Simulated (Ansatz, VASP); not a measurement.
Hf3F in VASP and in Ansatz

```
CELL_PARAMETERS angstrom
3.08291 0.00000 0.00000
0.00000 3.08291 0.00000
0.00000 0.00000 21.09278
ATOMIC_POSITIONS crystal
Hf 0.50000 0.50000 0.18964
Hf 0.00000 0.00000 0.28673
Hf 0.50000 0.50000 0.38368
F 0.87500 0.87500 0.47565
```

Alike in both runs: task single point; functional LDA; k mesh 9 × 9 × 1; occupations gaussian, width 0.1 eV; no spin polarisation.

|  | VASP | Ansatz |
| --- | --- | --- |
| version | VASP 6.6.1 | Ansatz 0.2.0 |
| potentials or method | VASP PAW LDA potentials, release 64 (Hf_pv, F), cutoff 520 eV | scalar-relativistic, plane waves, PAW |
| valence electrons in the cell | 37 | 85 |

|  | VASP | Ansatz | Ansatz less VASP |
| --- | --- | --- | --- |
| gap on the k mesh at the Fermi level (eV) | none | none | - |
| rms of the force components (eV/Å) | 1.594 | 1.587 | -0.0063 |
| work function, face that differs most (eV) | 8.93 | 8.90 | -0.025 |

LDA's correlation is that of Perdew and Zunger in VASP and of Perdew and Wang (1992) in Ansatz. Atom by atom the forces differ by 0.007 eV/Å (rms over components). A gap of «none» marks a metal or a gap that the smearing closes. VASP's potentials hold 37 valence electrons a cell and Ansatz's 85, so a difference there can come from the potentials and not from the codes.

Spin-orbit coupling is off throughout.
